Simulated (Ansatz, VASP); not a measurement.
**SiC: VASP beside Ansatz**

Contents of INCAR:

```
PREC = Accurate
ENCUT = 600
EDIFF = 1E-6
ISMEAR = 0
SIGMA = 0.02
LREAL = False
LASPH = True
NELM = 120
ALGO = Normal
ISIF = 2
LWAVE = False
LCHARG = True
GGA = PE
LELF = True
LVHAR = True
NBANDS = 11
GGA_COMPAT = False
```

The input KPOINTS:

```
Automatic mesh
0
Gamma
  10 10 10
```

Contents of POSCAR:

```
SiC
1.0
    0.0000000000      2.2536903960      2.2536903960
    2.2536903960      0.0000000000      2.2536903960
    2.2536903960      2.2536903960      0.0000000000
Si C
1 1
Direct
    0.0000000000      0.0000000000      0.0000000000
    0.2500000000      0.2500000000      0.2500000000
```

Input for Ansatz:

```yaml
crystal:
  lattice:
    - [0.0, 2.253690396, 2.253690396]
    - [2.253690396, 0.0, 2.253690396]
    - [2.253690396, 2.253690396, 0.0]
  atoms:
    - { symbol: Si, position: [0.0, 0.0, 0.0] }
    - { symbol: C, position: [0.25, 0.25, 0.25] }
basis:
  ecutwfc: 420
kpoints:
  mp_grid: { grid: [10, 10, 10] }
hamiltonian:
  xc: pbe
scf:
  occupations: { method: gaussian, width: 0.02 }
output:
  forces: true
  stress: true
  eigenvalues: true
```

Alike in both runs: task single point; functional PBE; k mesh 10 × 10 × 10; occupations gaussian, width 0.02 eV; no spin polarisation.

```csv
,VASP,Ansatz
version,VASP 6.6.1,Ansatz 0.2.0
potentials or method,"VASP PAW PBE potentials, release 64 (Si, C), cutoff 600 eV","scalar-relativistic, plane waves, PAW"
valence electrons in the cell,8,8
```

VASP gave:

| Quantity | Value |
| --- | --- |
| gap on the k mesh at the Fermi level (eV) | 1.44 |
| least direct gap on the mesh (eV) | 4.43 |
| pressure (GPa) | -15.6 |

Q: Estimate Ansatz's values.

A: gap on the k mesh at the Fermi level (eV): 1.44; least direct gap on the mesh (eV): 4.43; pressure (GPa): -15.4.
